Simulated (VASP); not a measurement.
Set up this calculation in VASP 6.6.1, as the native input.

```yaml
Task: relaxation of cell and atoms
Functional: PBEsol
Potentials_or_basis: VASP PAW PBE potentials, release 64 (I)
Cutoff: 600 eV
k_mesh: 12 × 12 × 6
Occupations: gaussian, width 0.1 eV
Spin: no spin polarisation
Dipole_correction: no
Further_INCAR_settings: ALGO = Normal; EDIFF = 1e-06; IBRION = 2; EDIFFG = -0.01; NSW = 100; ISIF = 3
```

The structure of I lies in POSCAR:

```
I
1.0
    4.3601720013      0.0000000000      0.0000000000
   -2.1800860006      3.7760197180      0.0000000000
    0.0000000000      0.0000000000     10.6345749101
I
4
Direct
    0.3333333333      0.6666666667      0.3788071746
    0.6666666667      0.3333333333      0.8788071746
    0.6666666667      0.3333333333      0.6211928254
    0.3333333333      0.6666666667      0.1211928254
```

One way to write it, as run:

INCAR

```
ALGO = Normal
EDIFF = 1E-6
EDIFFG = -0.01
ENCUT = 600
GGA = PS
IBRION = 2
ISIF = 3
ISMEAR = 0
LASPH = T
LCHARG = F
LREAL = F
LWAVE = F
NELM = 80
NSW = 100
PREC = Accurate
SIGMA = 0.1
```

KPOINTS

```
k-points
0
Gamma
  12 12 6
```

Potentials or basis: VASP PAW PBE potentials, release 64 (I).

Launch:

```bash
$ cat potpaw_PBE.64/I/POTCAR > POTCAR
$ mpirun -np 1 vasp_std > vasp.out
```

Results of the run:

```yaml
Relaxed_volume: 44.31 Å³/atom
Relaxed_cell: a = 4.393 Å, b = 4.393 Å, c = 10.603 Å, α = 90.00°, β = 90.00°, γ = 120.00°
Space_group_after_relaxing_to_0.1_Å: P6_3/mmc (No. 194)
Energy_gained_by_relaxing: 0.4 meV/atom
Ionic_steps: 6
Pressure_after_relaxing: 0.0 GPa
Band_gap_on_the_k_mesh: zero (bands 14 and 15 overlap by 0.08 eV)
```

Caveat: this functional lacks dispersion, which holds the molecules together, so the pressure and a relaxed volume are unreliable; the PAW data sets were made with another functional, which shifts forces and pressure a little; spin-orbit coupling is left out, which moves the levels of the heavy elements.

Run time: 7.3 min on 1 thread of Intel(R) Xeon(R) 6975P-C (Granite Rapids), on a shared host, peak memory 0.5 GiB.
